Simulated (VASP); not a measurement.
# LiBi3 (P4/mmm) in VASP: a series of runs

LiBi3 is run at these levels: PBE; tasks: single point, relaxation of cell and atoms.

Everything below comes from runs of VASP 6.6.1. Logs are shortened: lines on timing, memory, paths and dates and some standing lists are left out, and cuts for length are marked.

### 1 The cell of the first run

Symmetry: P4/mmm, No. 123, tetragonal system. Conventional cell: a = 6.407 Å, b = 6.407 Å, c = 3.155 Å, α = 90.00°, β = 90.00°, γ = 90.00°. Li (site symmetry 4/mmm) has 2 Li at 3.16 Å and 8 Bi at 3.57 Å within 4.2 Å. Bi (site symmetry 4/mmm) has 6 Bi at 3.16 to 3.20 Å within 4.2 Å. Bi (site symmetry mmm) has 4 Bi at 3.16 to 3.20 Å and 4 Li at 3.57 Å within 4.2 Å.

The cell was built from a structure type or drawn by symmetry, and may not be a known phase.

### 2 Single point, PBE

The input, INCAR:

```
SYSTEM = LiBi3
PREC = Accurate
ENCUT = 520
EDIFF = 1E-6
ISMEAR = 0
SIGMA = 0.1
LREAL = .False.
LASPH = .True.
NELM = 60
ALGO = Normal
ISIF = 2
LWAVE = .False.
LCHARG = .True.
GGA = PE
LELF = .True.
LVHAR = .True.
NBANDS = 32
```

The input, KPOINTS:

```
regular mesh
0
Gamma
  4 4 6
  0 0 0
```

The input, POSCAR:

```
LiBi3
1.0
    6.4067018647      0.0000000000      0.0000000000
    0.0000000000      6.4067018647      0.0000000000
    0.0000000000      0.0000000000      3.1554724076
Li Bi
1 3
Direct
    0.5000000000      0.5000000000      0.5000000000
    0.0000000000      0.0000000000      0.0000000000
    0.0000000000      0.5000000000      0.0000000000
    0.5000000000      0.0000000000      0.0000000000
```

Potentials or basis: VASP PAW PBE potentials, release 64 (Li_sv, Bi_d).

Started as:

```bash
> cat potpaw_PBE.64/Li_sv/POTCAR potpaw_PBE.64/Bi_d/POTCAR > POTCAR
> mpirun -np 1 vasp_std > vasp.out
```

OUTCAR:

```text
SYSTEM = LiBi3
   PREC = Accurate
   ENCUT = 520
   EDIFF = 1E-6
   ISMEAR = 0
   LREAL = .False.
   LASPH = .True.
   NELM = 60
   ISIF = 2
   GGA = PE

 ion  position               nearest neighbor table
   1  0.500  0.500  0.500-
   2  0.000  0.000  0.000-   3 3.20   4 3.20   3 3.20   4 3.20
   3  0.000  0.500  0.000-   2 3.20   2 3.20
   4  0.500  0.000  0.000-   2 3.20   2 3.20

  LATTYP: Found a simple tetragonal cell.
 ALAT       =     6.4067018647
 C/A-ratio  =     0.4925268062

  Lattice vectors:

 A1 = (   6.4067018647,   0.0000000000,   0.0000000000)
 A2 = (   0.0000000000,   6.4067018647,   0.0000000000)
 A3 = (   0.0000000000,   0.0000000000,   3.1554724076)

Analysis of symmetry for initial positions (statically):
=====================================================================
 Subroutine PRICEL returns:
 Original cell was already a primitive cell.

 Routine SETGRP: Setting up the symmetry group for a
 simple tetragonal supercell.

 Subroutine GETGRP returns: Found 16 space group operations
 (whereof 16 operations were pure point group operations)
 out of a pool of 16 trial point group operations.

The static configuration has the point symmetry D_4h.

Analysis of symmetry for dynamics (positions and initial velocities):
=====================================================================
 Subroutine PRICEL returns:
 Original cell was already a primitive cell.

 Routine SETGRP: Setting up the symmetry group for a
 simple tetragonal supercell.

 Subroutine GETGRP returns: Found 16 space group operations
 (whereof 16 operations were pure point group operations)
 out of a pool of 16 trial point group operations.

The dynamic configuration has the point symmetry D_4h.

 Subroutine INISYM returns: Found 16 space group operations
 (whereof 16 operations are pure point group operations),
 and found     1 'primitive' translations

----------------------------------------------------------------------------------------

                                     Primitive cell

  volume of cell :     129.5190

  direct lattice vectors                    reciprocal lattice vectors
     6.406701865  0.000000000  0.000000000     0.156086551  0.000000000  0.000000000
     0.000000000  6.406701865  0.000000000     0.000000000  0.156086551  0.000000000
     0.000000000  0.000000000  3.155472408     0.000000000  0.000000000  0.316909759

  length of vectors
     6.406701865  6.406701865  3.155472408     0.156086551  0.156086551  0.316909759

  position of ions in fractional coordinates (direct lattice)
     0.500000000  0.500000000  0.500000000
     0.000000000  0.000000000  0.000000000
     0.000000000  0.500000000  0.000000000
     0.500000000  0.000000000  0.000000000

  ion indices of the primitive-cell ions
   primitive index   ion index
                 1           1
                 2           2
                 3           3
                 4           4

----------------------------------------------------------------------------------------

 KPOINTS: regular mesh

Automatic generation of k-mesh.
 Grid dimensions read from file:
 generate k-points for:    4    4    6

 Generating k-lattice:

  Cartesian coordinates                     Fractional coordinates (reciprocal lattice)
     0.039021638  0.000000000  0.000000000     0.250000000  0.000000000  0.000000000
     0.000000000  0.039021638  0.000000000     0.000000000  0.250000000  0.000000000
     0.000000000  0.000000000  0.052818293     0.000000000  0.000000000  0.166666667

  Length of vectors
     0.039021638  0.039021638  0.052818293

  Shift w.r.t. Gamma in fractional coordinates (k-lattice)
     0.000000000  0.000000000  0.000000000

 Subroutine IBZKPT returns following result:
 ===========================================

 Found     24 irreducible k-points:

 Following reciprocal coordinates:
            Coordinates               Weight
  0.000000  0.000000  0.000000      1.000000
  0.250000  0.000000  0.000000      4.000000
  0.500000  0.000000  0.000000      2.000000
  0.250000  0.250000  0.000000      4.000000
  0.500000  0.250000  0.000000      4.000000
  0.500000  0.500000  0.000000      1.000000
[... 16 lines left out ...]
  0.500000  0.250000  0.500000      4.000000
  0.500000  0.500000  0.500000      1.000000
   k-points           NKPTS =     24   k-points in BZ     NKDIM =     24   number of bands    NBANDS=     32
   number of dos      NEDOS =    301   number of ions     NIONS =      4
   total plane-waves  NPLWV =  55296
   dimension x,y,z NGX =    48 NGY =   48 NGZ =   24
   dimension x,y,z NGXF=    96 NGYF=   96 NGZF=   48
   ions per type =               1   3
   NGX,Y,Z   is equivalent  to a cutoff of  12.46, 12.46, 12.64 a.u.
   NGXF,Y,Z  is equivalent  to a cutoff of  24.91, 24.91, 25.29 a.u.
 SYSTEM =  LiBi3
   PREC   = accura    normal or accurate (medium, high low for compatibility)
   ISTART =      0    job   : 0-new  1-cont  2-samecut
   ICHARG =      2    charge: 1-file 2-atom 10-const
   ISPIN  =      1    spin polarized calculation?
   LNONCOLLINEAR =      F non collinear calculations
   LSORBIT =      F    spin-orbit coupling
   LASPH  =      T    aspherical Exc in radial PAW
   ENCUT  =  520.0 eV  38.22 Ry    6.18 a.u.  11.91 11.91  5.87*2*pi/ulx,y,z
   NELM   =     60;   NELMIN=  2; NELMDL= -5     # of ELM steps
   EDIFF  = 0.1E-05   stopping-criterion for ELM
   LREAL  =      F    real-space projection
   EDIFFG = 0.1E-04   stopping-criterion for IOM
   NSW    =      0    number of steps for IOM
   IBRION =     -1    ionic relax: 0-MD 1-quasi-New 2-CG
   NFREE  =      0    steps in history (QN), initial steepest desc. (CG)
   ISIF   =      2    stress and relaxation
   ISYM   =      2    0-nonsym 1-usesym 2-fastsym
   POTIM  = 0.5000    time-step for ionic-motion
   TEBEG  =    0.0;   TEEND  =   0.0 temperature during run
   PSTRESS=    0.0 pullay stress
   NELECT =      48.0000    total number of electrons
   NUPDOWN=      -1.0000    fix difference up-down
   EMIN   =  10.00;   EMAX   =-10.00  energy-range for DOS
   EFERMI =   0.00;   METHOD = LEGACY
   ISMEAR =     0;   SIGMA  =   0.10  broadening in eV -4-tet -1-fermi 0-gaus
   EFERMI_NEDOS =   21; number of points for ismear=-14 and -15
   IALGO  =     38    algorithm
   IMIX   =      4    mixing-type and parameters
     AMIX     =   0.40;   BMIX     =  1.00
     AMIX_MAG =   1.60;   BMIX_MAG =  1.00
  volume/ion in A,a.u.               =      32.38       218.51
  Fermi-wavevector in a.u.,A,eV,Ry     =   1.175919  2.222165 18.813941  1.382786
  Thomas-Fermi vector in A             =   2.312292
   LORBIT       =      0    0 simple, 1 ext, 2 COOP (PROOUT), +10 PAW based schemes
   GGA     = PE    functional components
   LHFCALC =     F    Hartree Fock is set to
   AEXX    =    0.0000 exact exchange contribution
   IVDW    =     0    specifies the selected vdW correction
   LEPSILON=     F    determine dielectric tensor
   LRPA    =     F    only Hartree local field effects (RPA)
 non-spin polarized calculation
 Gauss-broadening in eV      SIGMA  =   0.10
  energy-cutoff  :      520.00
  volume of cell :      129.52
 maximum number of plane-waves:      3516
 NGX is ok and might be reduce to    48
   NGX = 23   NGY = 23   NGZ = 11

 number of electron      48.0000025 magnetization

 Free energy of the ion-electron system (eV)
  ---------------------------------------------------
  ext. energy  EPLUGINS =         0.00000000
  ---------------------------------------------------
  free energy    TOTEN  =       -13.77827832 eV

  energy without entropy =      -13.76936773  energy(sigma->0) =      -13.77382302

 E-fermi :   5.0376     XC(G=0):  -9.0017

 val. band max:        4.9829929142   @ k =   0.0000   0.0000   0.3333
 cond. band min:       5.0396410396   @ k =   0.5000   0.2500   0.1667
 fundamental gap:      0.0566481255
 Fermi energy:         5.0375518921

 k-point     1 :       0.0000    0.0000    0.0000
  band No.  band energies     occupation
      1     -42.2573      2.00000
      2     -17.7597      2.00000
      3     -17.7309      2.00000
      4     -17.5699      2.00000
      5     -17.5654      2.00000
      6     -17.5310      2.00000
[... 24 lines left out ...]
     31      12.7428      0.00000
     32      12.7432      0.00000

 k-point     2 :       0.2500    0.0000    0.0000
  band No.  band energies     occupation
      1     -42.2572      2.00000
      2     -17.7544      2.00000
      3     -17.7007      2.00000
      4     -17.5712      2.00000
      5     -17.5625      2.00000
      6     -17.5329      2.00000
[... 24 lines left out ...]
     31      12.0698      0.00000
     32      12.4370      0.00000

 k-point     3 :       0.5000    0.0000    0.0000
  band No.  band energies     occupation
      1     -42.2572      2.00000
      2     -17.7527      2.00000
      3     -17.6514      2.00000
      4     -17.5884      2.00000
      5     -17.5544      2.00000
      6     -17.5354      2.00000
[... 24 lines left out ...]
     31      11.3339      0.00000
     32      11.9445      0.00000

 k-point     4 :       0.2500    0.2500    0.0000
  band No.  band energies     occupation
      1     -42.2572      2.00000
      2     -17.7388      2.00000
      3     -17.6801      2.00000
      4     -17.5746      2.00000
      5     -17.5547      2.00000
      6     -17.5359      2.00000
[... 24 lines left out ...]
     31      11.3769      0.00000
     32      11.7771      0.00000

 k-point     5 :       0.5000    0.2500    0.0000
  band No.  band energies     occupation
      1     -42.2572      2.00000
      2     -17.7310      2.00000
      3     -17.6346      2.00000
      4     -17.5884      2.00000
      5     -17.5463      2.00000
      6     -17.5411      2.00000
[... 584 lines left out ...]
     31       9.6785      0.00000
     32      10.5448      0.00000

 k-point    22 :       0.2500    0.2500    0.5000
  band No.  band energies     occupation
      1     -42.2534      2.00000
      2     -17.6313      2.00000
      3     -17.5858      2.00000
      4     -17.5856      2.00000
      5     -17.5403      2.00000
      6     -17.4547      2.00000
[... 24 lines left out ...]
     31       9.5733      0.00000
     32       9.6391      0.00000

 k-point    23 :       0.5000    0.2500    0.5000
  band No.  band energies     occupation
      1     -42.2534      2.00000
      2     -17.6008      2.00000
      3     -17.5856      2.00000
      4     -17.5712      2.00000
      5     -17.5324      2.00000
      6     -17.4554      2.00000
[... 24 lines left out ...]
     31       9.6498      0.00000
     32       9.8675      0.00000

 k-point    24 :       0.5000    0.5000    0.5000
  band No.  band energies     occupation
      1     -42.2534      2.00000
      2     -17.5711      2.00000
      3     -17.5711      2.00000
      4     -17.5509      2.00000
      5     -17.5241      2.00000
      6     -17.4572      2.00000
[... 24 lines left out ...]
     31      10.8281      0.00000
     32      10.8281      0.00000

------------------------ aborting loop because EDIFF is reached ----------------------------------------

  FORCE on cell =-STRESS in cart. coord.  units (eV):
  Direction    XX          YY          ZZ          XY          YZ          ZX
  --------------------------------------------------------------------------------------
  -------------------------------------------------------------------------------------
  Total       -0.0151696     -0.0151696      0.0538556      0.0000000      0.0000000      0.0000000
  in kB       -0.1876507     -0.1876507      0.6662057      0.0000000      0.0000000      0.0000000
  external PRESSURE =       0.0969681 kB  Pullay stress =       0.0000000 kB

 VOLUME and BASIS-vectors are now :
 -----------------------------------------------------------------------------
  energy-cutoff  :      520.00
  volume of cell :      129.52
      direct lattice vectors                 reciprocal lattice vectors
     6.406701865  0.000000000  0.000000000     0.156086551  0.000000000  0.000000000
     0.000000000  6.406701865  0.000000000     0.000000000  0.156086551  0.000000000
     0.000000000  0.000000000  3.155472408     0.000000000  0.000000000  0.316909759

 POSITION                                       TOTAL-FORCE (eV/Angst)
 -----------------------------------------------------------------------------------
      3.20335      3.20335      1.57774         0.000000      0.000000      0.000000
      0.00000      0.00000      0.00000         0.000000      0.000000      0.000000
      0.00000      3.20335      0.00000         0.000000      0.000000      0.000000
      3.20335      0.00000      0.00000         0.000000      0.000000      0.000000
 -----------------------------------------------------------------------------------
    total drift:                                0.000000      0.000000      0.000000

  FREE ENERGIE OF THE ION-ELECTRON SYSTEM (eV)
  ---------------------------------------------------
  free  energy   TOTEN  =       -13.7782783152 eV

  energy  without entropy=      -13.7693677278  energy(sigma->0) =      -13.77382302
```

Wall time 59 s (1 thread of Intel Xeon Platinum 8259CL at 2.50GHz (Skylake/Cascade Lake), shared host); peak memory 0.25 GiB.

Results:

```
Free energy            : -13.7783 eV
Band gap on the k mesh : zero (bands 24 and 25 overlap by 2.17 eV)
```

Caveat: the cutoff is under 1.25 times the usual one of these potentials, so pressure, stress and relaxed cells hold a basis-set (Pulay) error; spin-orbit coupling is left out, which moves the levels of the heavy elements.

### 3 Relaxation of cell and atoms, PBE

This run uses another cell than the first one, of 26.40 Å³/atom.

The input, INCAR:

```
SYSTEM = LiBi3
PREC     = Accurate       ! precision mode
ENCUT    = 600            ! plane-wave cutoff, eV
EDIFF    = 1E-6           ! SCF threshold, eV
ISMEAR   = 0              ! smearing method
SIGMA    = 0.1            ! smearing width, eV
LREAL    = .False.        ! projectors in reciprocal space
LASPH    = .True.         ! aspherical terms in the spheres
NELM     = 100            ! most SCF steps
ALGO     = Normal         ! electronic algorithm
ISIF     = 3              ! what is computed and relaxed
LWAVE    = .False.        ! write WAVECAR
LCHARG   = .False.        ! write CHGCAR
GGA      = PE             ! functional
IBRION   = 2              ! ionic algorithm
NSW      = 90             ! ionic steps
EDIFFG   = -0.04          ! ionic threshold
```

KPOINTS is that of step 2.

The input, POSCAR:

```
LiBi3
1.0
    6.0914682600      0.0000000000      0.0000000000
    0.0000000000      6.0914682600      0.0000000000
    0.0000000000      0.0000000000      2.8456878200
Li Bi
1 3
Direct
    0.5000000000      0.5000000000      0.5000000000
    0.0000000000      0.0000000000      0.0000000000
    0.0000000000      0.5000000000      0.0000000000
    0.5000000000      0.0000000000      0.0000000000
```

Potentials or basis: VASP PAW PBE potentials, release 64 (Li_sv, Bi_d).

Started as:

```bash
> cat potpaw_PBE.64/Li_sv/POTCAR potpaw_PBE.64/Bi_d/POTCAR > POTCAR
> mpirun -np 1 vasp_std > vasp.out
```

It took 4.6 min on 1 thread of Intel Xeon Platinum 8259CL at 2.50GHz (Skylake/Cascade Lake), shared host; peak memory 0.28 GiB.

The run converged. Its results:

- Free energy: -13.7682 eV
- Relaxed volume: 32.42 Å³/atom
- Relaxed cell: a = 6.407 Å, b = 6.407 Å, c = 3.160 Å, α = 90.00°, β = 90.00°, γ = 90.00°
- Space group after relaxing (to 0.1 Å): P4/mmm (No. 123)
- Energy gained by relaxing: 275.0 meV/atom
- Ionic steps: 6
- Pressure after relaxing: -0.1 GPa
- Band gap on the k mesh: zero (bands 24 and 25 overlap by 2.18 eV)

Stress tensor (GPa, compression positive):
```
-0.01  0.00  0.00
 0.00 -0.01  0.00
 0.00  0.00 -0.15
```

The path:
```
step  energy change (eV)  largest force (eV/Å)  pressure (GPa)  volume (Å³)
   1              0.0000                0.0000           14.30       105.59
   2             -0.5886                0.0000           -3.29       144.69
   3             -1.0484                0.0000            1.28       124.98
   4             -1.0484                0.0000            1.43       124.57
   5             -1.0997                0.0000           -0.16       130.11
   6             -1.1000                0.0000           -0.05       129.69
```

Final structure:
```
CELL_PARAMETERS angstrom
6.40670 0.00000 0.00000
0.00000 6.40670 0.00000
0.00000 0.00000 3.15968
ATOMIC_POSITIONS crystal
Li 0.50000 0.50000 0.50000
Bi 0.00000 0.00000 0.00000
Bi 0.00000 0.50000 0.00000
Bi 0.50000 0.00000 0.00000
```

Levels at points of the mesh, in eV from the Fermi level:
```csv
k point,band 20,band 21,band 22,band 23,band 24,band 25,band 26,band 27,band 28
"(0.00, 0.00, 0.00)",-4.42,-4.42,-1.52,-1.52,0.65,3.33,4.24,4.24,4.34
"(0.50, 0.00, 0.00)",-4.18,-2.61,-2.18,-0.83,-0.52,3.32,3.76,4.37,4.76
"(0.50, 0.50, 0.00)",-3.50,-0.86,-0.86,-0.75,-0.74,-0.30,3.02,3.02,4.41
"(0.00, 0.00, 0.50)",-4.61,-3.01,-2.29,-2.29,-1.96,0.98,0.98,2.22,2.91
"(0.50, 0.00, 0.50)",-4.23,-3.39,-2.30,-2.11,-0.35,0.46,1.47,1.53,3.57
"(0.50, 0.50, 0.50)",-3.48,-3.38,-3.38,-1.22,1.35,1.36,1.36,1.64,1.99
```

Caveat: the k points lie up to 0.33 Å⁻¹ apart in the final cell, too coarse for converged energies and pressures of a metal; the cutoff is under 1.25 times the usual one of these potentials, so pressure, stress and relaxed cells hold a basis-set (Pulay) error; the volume moved by over 15 % at a fixed basis, so the end points are rough; spin-orbit coupling is left out, which moves the levels of the heavy elements.
